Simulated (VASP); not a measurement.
# Ni (Fm-3m) in VASP: further runs

The runs below take Ni through single point, with PBE+U.

Everything below comes from runs of VASP 6.6.1. Logs are shortened: lines on timing, memory, paths and dates and some standing lists are left out, and cuts for length are marked.

## (1) The cell of the first run

Symmetry: Fm-3m, No. 225, cubic system. Conventional cell: a = 3.540 Å, b = 3.540 Å, c = 3.540 Å, α = 90.00°, β = 90.00°, γ = 90.00°. Within 3.3 Å of Ni (site symmetry m-3m) lie 12 Ni at 2.50 Å.

## (2) Single point, PBE+U, collinear spin, ferromagnetic start

Input file INCAR:

```
SYSTEM = Ni
  PREC = Accurate
  ENCUT = 520
  EDIFF = 1E-6
  ISMEAR = -1
  SIGMA = 0.05
  LREAL = .FALSE.
  LASPH = .TRUE.
  NELM = 150
  ALGO = Normal
  ISIF = 2
  LWAVE = .FALSE.
  LCHARG = .TRUE.
  ISPIN = 2
  MAGMOM = 2
  LORBIT = 11
  LMAXMIX = 4
  LDAU = .TRUE.
  LDAUTYPE = 2
  LDAUL = 2
  LDAUU = 6.2
  LDAUJ = 0
  LDAUPRINT = 1
  GGA = PE
  LELF = .TRUE.
  LVHAR = .TRUE.
  NBANDS = 15
```

Input file KPOINTS:

```
Automatic mesh
0
G
  12 12 12
  0 0 0
```

Input file POSCAR:

```
Ni
1.0
    0.0000000000      1.7698700000      1.7698700000
    1.7698700000      0.0000000000      1.7698700000
    1.7698700000      1.7698700000      0.0000000000
Ni
1
Direct
    0.0000000000      0.0000000000      0.0000000000
```

Potentials or basis: VASP PAW PBE potentials, release 64 (Ni).

Command:

```
cat potpaw_PBE.64/Ni/POTCAR > POTCAR
mpirun -np 1 vasp_std > vasp.out
```

OUTCAR:

```text
SYSTEM = Ni
   PREC = Accurate
   ENCUT = 520
   EDIFF = 1E-6
   ISMEAR = -1
   LREAL = .FALSE.
   LASPH = .TRUE.
   NELM = 150
   ISIF = 2
   ISPIN = 2
   LORBIT = 11
   GGA = PE

 ion  position               nearest neighbor table
   1  0.000  0.000  0.000-

  LATTYP: Found a face centered cubic cell.
 ALAT       =     3.5397400000

  Lattice vectors:

 A1 = (   0.0000000000,   1.7698700000,   1.7698700000)
 A2 = (   1.7698700000,   0.0000000000,   1.7698700000)
 A3 = (   1.7698700000,   1.7698700000,   0.0000000000)

Analysis of symmetry for initial positions (statically):
=====================================================================
 Subroutine PRICEL returns:
 Original cell was already a primitive cell.

 Routine SETGRP: Setting up the symmetry group for a
 face centered cubic supercell.

 Subroutine GETGRP returns: Found 48 space group operations
 (whereof 48 operations were pure point group operations)
 out of a pool of 48 trial point group operations.

The static configuration has the point symmetry O_h .

Analysis of symmetry for dynamics (positions and initial velocities):
=====================================================================
 Subroutine PRICEL returns:
 Original cell was already a primitive cell.

 Routine SETGRP: Setting up the symmetry group for a
 face centered cubic supercell.

 Subroutine GETGRP returns: Found 48 space group operations
 (whereof 48 operations were pure point group operations)
 out of a pool of 48 trial point group operations.

The dynamic configuration has the point symmetry O_h .

Analysis of structural, dynamic, and magnetic symmetry:
=====================================================================
 Subroutine PRICEL returns:
 Original cell was already a primitive cell.

 Routine SETGRP: Setting up the symmetry group for a
 face centered cubic supercell.

 Subroutine GETGRP returns: Found 48 space group operations
 (whereof 48 operations were pure point group operations)
 out of a pool of 48 trial point group operations.

The overall configuration has the point symmetry O_h .

 Subroutine INISYM returns: Found 48 space group operations
 (whereof 48 operations are pure point group operations),
 and found     1 'primitive' translations

----------------------------------------------------------------------------------------

                                     Primitive cell

  volume of cell :      11.0880

  direct lattice vectors                    reciprocal lattice vectors
     0.000000000  1.769870000  1.769870000    -0.282506625  0.282506625  0.282506625
     1.769870000  0.000000000  1.769870000     0.282506625 -0.282506625  0.282506625
     1.769870000  1.769870000  0.000000000     0.282506625  0.282506625 -0.282506625

  length of vectors
     2.502974158  2.502974158  2.502974158     0.489315828  0.489315828  0.489315828

  position of ions in fractional coordinates (direct lattice)
     0.000000000  0.000000000  0.000000000

  ion indices of the primitive-cell ions
   primitive index   ion index
                 1           1

----------------------------------------------------------------------------------------

 KPOINTS: Automatic mesh

Automatic generation of k-mesh.
 Grid dimensions read from file:
 generate k-points for:   12   12   12

 Generating k-lattice:

  Cartesian coordinates                     Fractional coordinates (reciprocal lattice)
    -0.023542219  0.023542219  0.023542219     0.083333333  0.000000000  0.000000000
     0.023542219 -0.023542219  0.023542219     0.000000000  0.083333333  0.000000000
[... 58 lines left out ...]
   EDIFF  = 0.1E-05   stopping-criterion for ELM
   LREAL  =      F    real-space projection
   EDIFFG = 0.1E-04   stopping-criterion for IOM
   NSW    =      0    number of steps for IOM
   IBRION =     -1    ionic relax: 0-MD 1-quasi-New 2-CG
   NFREE  =      0    steps in history (QN), initial steepest desc. (CG)
   ISIF   =      2    stress and relaxation
   ISYM   =      2    0-nonsym 1-usesym 2-fastsym
   POTIM  = 0.5000    time-step for ionic-motion
   TEBEG  =    0.0;   TEEND  =   0.0 temperature during run
   PSTRESS=    0.0 pullay stress
   NELECT =      10.0000    total number of electrons
   NUPDOWN=      -1.0000    fix difference up-down
   EMIN   =  10.00;   EMAX   =-10.00  energy-range for DOS
   EFERMI =   0.00;   METHOD = LEGACY
   ISMEAR =    -1;   SIGMA  =   0.05  broadening in eV -4-tet -1-fermi 0-gaus
   EFERMI_NEDOS =   21; number of points for ismear=-14 and -15
   IALGO  =     38    algorithm
   IMIX   =      4    mixing-type and parameters
     AMIX     =   0.40;   BMIX     =  1.00
     AMIX_MAG =   1.60;   BMIX_MAG =  1.00
  volume/ion in A,a.u.               =      11.09        74.83
  Fermi-wavevector in a.u.,A,eV,Ry     =   1.581698  2.988975 34.038612  2.501767
  Thomas-Fermi vector in A             =   2.681734
   LORBIT       =     11    0 simple, 1 ext, 2 COOP (PROOUT), +10 PAW based schemes
 LDA+U is selected, type is set to LDAUTYPE =  2
   angular momentum for each species LDAUL =     2
   U (eV)           for each species LDAUU =   6.2
   J (eV)           for each species LDAUJ =   0.0
   GGA     = PE    functional components
   LHFCALC =     F    Hartree Fock is set to
   AEXX    =    0.0000 exact exchange contribution
   IVDW    =     0    specifies the selected vdW correction
   LEPSILON=     F    determine dielectric tensor
   LRPA    =     F    only Hartree local field effects (RPA)
 spin polarized calculation
  energy-cutoff  :      520.00
  volume of cell :       11.09
 maximum number of plane-waves:       310
   NGX =  9   NGY =  9   NGZ =  9

atom =   1  type =  1  l = 2

 onsite density matrix

spin component  1

  0.9422 -0.0000 -0.0000  0.0000 -0.0000
 -0.0000  0.9422  0.0000  0.0000  0.0000
 -0.0000  0.0000  0.9473 -0.0000 -0.0000
  0.0000  0.0000 -0.0000  0.9422 -0.0000
 -0.0000  0.0000 -0.0000 -0.0000  0.9473

spin component  2

  0.6678  0.0000  0.0000 -0.0000  0.0000
  0.0000  0.6678 -0.0000 -0.0000  0.0000
  0.0000 -0.0000  0.9275 -0.0000  0.0000
 -0.0000 -0.0000 -0.0000  0.6678  0.0000
  0.0000  0.0000  0.0000  0.0000  0.9275

 occupancies and eigenvectors

  o =  0.6678  v =  0.0000  0.0000  0.0000  0.0000  0.0000  0.0000 -0.7573 -0.0000  0.6530 -0.0000      0.0000  0.0000  0.0000  0.0000  0.0000  0.0000  0.0000  0.0000  0.0000  0.0000
  o =  0.6678  v =  0.0000  0.0000  0.0000  0.0000  0.0000  0.0000  0.6530  0.0000  0.7573 -0.0000      0.0000  0.0000  0.0000  0.0000  0.0000  0.0000  0.0000  0.0000  0.0000  0.0000
  o =  0.6678  v =  0.0000  0.0000  0.0000  0.0000  0.0000  1.0000  0.0000  0.0000  0.0000  0.0000      0.0000  0.0000  0.0000  0.0000  0.0000  0.0000  0.0000  0.0000  0.0000  0.0000
  o =  0.9275  v =  0.0000  0.0000  0.0000  0.0000  0.0000  0.0000  0.0000 -0.2232  0.0000  0.9748      0.0000  0.0000  0.0000  0.0000  0.0000  0.0000  0.0000  0.0000  0.0000  0.0000
  o =  0.9275  v =  0.0000  0.0000  0.0000  0.0000  0.0000  0.0000  0.0000 -0.9748 -0.0000 -0.2232      0.0000  0.0000  0.0000  0.0000  0.0000  0.0000  0.0000  0.0000  0.0000  0.0000
  o =  0.9422  v =  0.0000 -0.3477  0.0000  0.9376 -0.0000  0.0000  0.0000  0.0000  0.0000  0.0000      0.0000  0.0000  0.0000  0.0000  0.0000  0.0000  0.0000  0.0000  0.0000  0.0000
  o =  0.9422  v =  0.0000  0.9376 -0.0000  0.3477  0.0000  0.0000  0.0000  0.0000  0.0000  0.0000      0.0000  0.0000  0.0000  0.0000  0.0000  0.0000  0.0000  0.0000  0.0000  0.0000
  o =  0.9422  v =  1.0000  0.0000  0.0000  0.0000  0.0000  0.0000  0.0000  0.0000  0.0000  0.0000      0.0000  0.0000  0.0000  0.0000  0.0000  0.0000  0.0000  0.0000  0.0000  0.0000
  o =  0.9473  v =  0.0000 -0.0000  0.3586 -0.0000  0.9335  0.0000  0.0000  0.0000  0.0000  0.0000      0.0000  0.0000  0.0000  0.0000  0.0000  0.0000  0.0000  0.0000  0.0000  0.0000
  o =  0.9473  v =  0.0000 -0.0000 -0.9335  0.0000  0.3586  0.0000  0.0000  0.0000  0.0000  0.0000      0.0000  0.0000  0.0000  0.0000  0.0000  0.0000  0.0000  0.0000  0.0000  0.0000

 number of electron      10.0000009 magnetization       0.7413991

 Free energy of the ion-electron system (eV)
  ---------------------------------------------------
  ext. energy  EPLUGINS =         0.00000000
  ---------------------------------------------------
  free energy    TOTEN  =        -1.78117936 eV

  energy without entropy =       -1.77250936  energy(sigma->0) =       -1.77684436

 E-fermi :   8.5645     XC(G=0): -13.0292

 val. band max:        8.5559745241   @ k =  -0.3333   0.2500   0.0000
 cond. band min:       8.5673069491   @ k =   0.4167   0.1667   0.0000
 fundamental gap:      0.0113324250
 Fermi energy:         8.5645310108

 spin component 1

 k-point     1 :       0.0000    0.0000    0.0000
  band No.  band energies     occupation
      1       0.3364      1.00000
      2       4.4263      1.00000
      3       4.4263      1.00000
      4       4.4263      1.00000
      5       5.7407      1.00000
      6       5.7407      1.00000
      7      32.8272      0.00000
      8      35.3844      0.00000
      9      35.3844      0.00000
     10      35.3844      0.00000
     11      36.4884      0.00000
     12      36.4884      0.00000
[... 841 lines left out ...]
      4       7.2154      1.00000
      5       8.6245      0.23173
      6      11.1683      0.00000
      7      15.3820      0.00000
      8      24.9779      0.00000
      9      29.5944      0.00000
     10      31.3298      0.00000
     11      39.2721      0.00000
     12      40.0097      0.00000
     13      47.1619      0.00000
     14      50.1320      0.00000
     15      50.8524      0.00000

 [... further k-points ...]

------------------------ aborting loop because EDIFF is reached ----------------------------------------

  FORCE on cell =-STRESS in cart. coord.  units (eV):
  Direction    XX          YY          ZZ          XY          YZ          ZX
  --------------------------------------------------------------------------------------
  -------------------------------------------------------------------------------------
  Total       -0.8223558     -0.8223558     -0.8223558     -0.0000000     -0.0000000      0.0000000
  in kB     -118.8273057   -118.8273057   -118.8273057     -0.0000000     -0.0000000      0.0000000
  external PRESSURE =    -118.8273057 kB  Pullay stress =       0.0000000 kB

 VOLUME and BASIS-vectors are now :
 -----------------------------------------------------------------------------
  energy-cutoff  :      520.00
  volume of cell :       11.09
      direct lattice vectors                 reciprocal lattice vectors
     0.000000000  1.769870000  1.769870000    -0.282506625  0.282506625  0.282506625
     1.769870000  0.000000000  1.769870000     0.282506625 -0.282506625  0.282506625
     1.769870000  1.769870000  0.000000000     0.282506625  0.282506625 -0.282506625

 POSITION                                       TOTAL-FORCE (eV/Angst)
 -----------------------------------------------------------------------------------
      0.00000      0.00000      0.00000         0.000000     -0.000000      0.000000
 -----------------------------------------------------------------------------------
    total drift:                               -0.000000     -0.000000     -0.000000

  FREE ENERGIE OF THE ION-ELECTRON SYSTEM (eV)
  ---------------------------------------------------
  free  energy   TOTEN  =        -1.7811793579 eV

  energy  without entropy=       -1.7725093640  energy(sigma->0) =       -1.77684436

 total charge

# of ion       s       p       d       tot
------------------------------------------
    1        0.468   0.407   8.548   9.423

 magnetization (x)

# of ion       s       p       d       tot
------------------------------------------
    1       -0.019  -0.054   0.865   0.792
```

It took 41 s on 1 thread of AMD EPYC 7R43 (Zen 3), shared host; peak memory 0.1 GiB.

Results:

* Free energy: -1.7812 eV
* Pressure: -11.9 GPa
* Net moment: 0.74 μB per cell
* Site moments: Ni +0.79 μB
* Valence electrons inside the program's atomic spheres: Ni 9.42

Levels at points of the mesh, in eV from the Fermi level:
Spin up:
```csv
k point,band 1,band 2,band 3,band 4,band 5,band 6,band 7,band 8,band 9,band 10
"(0.00, 0.00, 0.00)",-8.23,-4.14,-4.14,-4.14,-2.82,-2.82,24.26,26.82,26.82,26.82
"(0.50, 0.00, 0.00)",-6.00,-4.03,-4.03,-2.26,-2.26,0.40,5.11,22.69,24.53,24.53
"(0.50, 0.50, 0.00)",-5.92,-5.83,-2.22,-2.22,-2.12,3.12,8.48,15.31,15.31,17.12
```
Spin down:
```tsv
k point	band 1	band 2	band 3	band 4	band 5	band 6	band 7	band 8	band 9
(0.00, 0.00, 0.00)	-8.39	-2.16	-2.16	-1.42	-1.42	-1.42	23.80	27.78	27.78
(0.50, 0.00, 0.00)	-4.11	-2.88	-2.88	0.04	0.04	0.20	6.40	22.37	25.04
(0.50, 0.50, 0.00)	-5.52	-3.37	-1.42	0.69	0.69	2.92	8.71	15.22	15.22
```

Eigenvalues of the final occupation matrices:
| site | spin | trace | eigenvalues |
| --- | --- | --- | --- |
| site 1 d | 1 | 4.72 | 0.94 0.94 0.94 0.95 0.95 |
| site 1 d | 2 | 3.86 | 0.67 0.67 0.67 0.93 0.93 |

Caveat: the U is typed as a test and isn't derived for this compound. The state reached can hang on the start; a lower one may exist.

[end of part 1 of 2]
